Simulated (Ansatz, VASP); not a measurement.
## One calculation of Sb, two programs

The input INCAR:

```
SYSTEM = Sb
ALGO = Normal ; EDIFF = 1E-6
ENCUT = 500 ; GGA = PS
GGA_COMPAT = .FALSE. ; ISIF = 2
ISMEAR = 0 ; LASPH = .TRUE.
LCHARG = .FALSE. ; LREAL = .FALSE.
LWAVE = .FALSE. ; NBANDS = 22
NELM = 120 ; PREC = Accurate
SIGMA = 0.1
```

Contents of KPOINTS:

```
k-points
0
G
  18 18 18
  0 0 0
```

POSCAR

```
Sb
1.0
    2.1610468774      1.2476809964      3.6880788114
   -2.1610468774      1.2476809964      3.6880788114
    0.0000000000     -2.4953619928      3.6880788114
Sb
2
Direct
    0.2356869044      0.2356869044      0.2356869044
    0.7643130956      0.7643130956      0.7643130956
```

Input for Ansatz:

```yaml
crystal:
  lattice:
    - [2.1610468774, 1.2476809964, 3.6880788114]
    - [-2.1610468774, 1.2476809964, 3.6880788114]
    - [0.0, -2.4953619928, 3.6880788114]
  atoms:
    - { symbol: Sb, position: [0.2356869044, 0.2356869044, 0.2356869044] }
    - { symbol: Sb, position: [0.7643130956, 0.7643130956, 0.7643130956] }
basis:
  ecutwfc: 420
kpoints:
  mp_grid: { grid: [18, 18, 18] }
hamiltonian:
  xc: pbesol
  pseudopotentials: { kind: paw, azcp: { folder: soft_1 } }
scf:
  occupations: { method: gaussian, width: 0.1 }
output:
  forces: true
  stress: true
  eigenvalues: true
```

Alike in both runs: task single point; functional PBEsol; k mesh 18 × 18 × 18; occupations gaussian, width 0.1 eV; no spin polarisation.

|  | VASP | Ansatz |
| --- | --- | --- |
| version | VASP 6.6.1 | Ansatz 0.2.0 |
| potentials or method | VASP PAW PBE potentials, release 64 (Sb_d_GW), cutoff 500 eV | scalar-relativistic, plane waves, PAW |
| valence electrons in the cell | 30 | 30 |

Ansatz gave:

```
gap on the k mesh at the Fermi level (eV) : none
pressure (GPa)                            : 0.0
rms of the force components (eV/Å)        : 0.011
```

Task: Estimate VASP's values.

Result: gap on the k mesh at the Fermi level (eV): none; pressure (GPa): -0.1; rms of the force components (eV/Å): 0.010.

VASP's potentials were made for PBE, not for PBEsol, and Ansatz warns of the same on its side. Atom by atom the forces differ by 0.001 eV/Å (rms over components). A gap of «none» marks a metal or a gap that the smearing closes.

Spin-orbit coupling is off throughout.
